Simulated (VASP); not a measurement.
Write the native input for VASP 6.6.1 that does the following.

```
Task                               : single point
Functional                         : HSE06
Potentials or basis                : VASP PAW PBE potentials, release 64 (Sn_d, O)
Cutoff                             : 520 eV
k mesh                             : 4 × 4 × 3
Occupations                        : fermi-dirac, width 0.05 eV
Spin                               : no spin polarisation
Dipole correction                  : no
Grid for exact exchange (PRECFOCK) : Normal
Further INCAR settings             : ALGO = Normal; EDIFF = 1e-07; NBANDS = 28
Screening parameter                : 0.2079 1/Å
```

SnO:

```
CELL_PARAMETERS angstrom
3.81370 0.00000 0.00000
0.00000 3.81370 0.00000
0.00000 0.00000 4.88691
ATOMIC_POSITIONS crystal
Sn 0.50000 0.00000 0.76463
Sn 0.00000 0.50000 0.23537
O 0.00000 0.00000 0.00000
O 0.50000 0.50000 0.00000
```

These files were run (other wordings do the same):

POSCAR

```
SnO
1.0
    3.8136952200      0.0000000000      0.0000000000
    0.0000000000      3.8136952200      0.0000000000
    0.0000000000      0.0000000000      4.8869133000
Sn O
2 2
Direct
    0.5000000000      0.0000000000      0.7646261400
    0.0000000000      0.5000000000      0.2353738600
    0.0000000000      0.0000000000      0.0000000000
    0.5000000000      0.5000000000      0.0000000000
```

INCAR.step1

```
SYSTEM = SnO
ALGO = Normal
EDIFF = 1E-5
ENCUT = 520
GGA = PE
ISIF = 2
ISMEAR = -1
LASPH = .TRUE.
LREAL = .FALSE.
LUSENCCL = .FALSE.
LWAVE = .TRUE.
NBANDS = 28
NELM = 80
PREC = Accurate
SIGMA = 0.05
```

INCAR.step2

```
SYSTEM = SnO
ALGO = Normal
EDIFF = 1E-7
ENCUT = 520
GGA = PE
HFSCREEN = 0.2079
ISIF = 2
ISMEAR = -1
ISTART = 1
LASPH = .TRUE.
LCHARG = .TRUE.
LELF = .TRUE.
LHFCALC = .TRUE.
LREAL = .FALSE.
LUSENCCL = .FALSE.
LVHAR = .TRUE.
LWAVE = .FALSE.
NBANDS = 28
NELM = 80
PREC = Accurate
PRECFOCK = Normal
SIGMA = 0.05
```

KPOINTS

```
k-points
0
G
  4 4 3
  0 0 0
```

Potentials or basis: VASP PAW PBE potentials, release 64 (Sn_d, O).

Launch:

```console
$ cat potpaw_PBE.64/Sn_d/POTCAR potpaw_PBE.64/O/POTCAR > POTCAR
$ cp INCAR.step1 INCAR
$ mpirun -np 1 vasp_std > vasp.out
$ cp INCAR.step2 INCAR
$ mpirun -np 1 vasp_std > vasp.out
```

Results of the run:

```json
{
  "Pressure": "-0.5 GPa",
  "Largest force": "0.146 eV/Å",
  "Band gap on the k mesh": "0.53 eV, indirect (least direct gap 2.70 eV)"
}
```

Caveat: the k points lie up to 0.43 Å⁻¹ apart; the PAW data sets were made with another functional, which shifts forces and pressure a little; spin-orbit coupling is left out, which moves the levels of the heavy elements.

Run time: 5.4 min on 1 × NVIDIA H100 80GB with 1 thread of Intel(R) Xeon(R) Platinum 8481C CPU @ 2.70GHz (Sapphire Rapids) (shared host), peak memory 1.2 GiB.
